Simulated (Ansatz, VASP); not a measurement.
**Ba: VASP beside Ansatz**

```
Ba
1.0
    -2.43871    2.43871    2.43871
     2.43871   -2.43871    2.43871
     2.43871    2.43871   -2.43871
Ba
1
Direct
  0.00000 0.00000 0.00000
```

Alike in both runs: task single point; functional PBEsol; k mesh 11 × 11 × 11; occupations fermi-dirac, width 0.08 eV; no spin polarisation.

|  | VASP | Ansatz |
| --- | --- | --- |
| version | VASP 6.6.1 | Ansatz 0.2.0 |
| potentials or method | VASP PAW PBE potentials, release 64 (Ba_sv), cutoff 520 eV | all-electron LAPW, scalar-relativistic |

```tsv
	VASP	Ansatz	Ansatz less VASP
pressure (GPa)	0.1	0.0	-0.08
```

VASP's potentials were made for PBE, not for PBEsol. Ansatz ran all-electron here, and VASP with PAW potentials.

Neither program's run includes spin-orbit coupling.
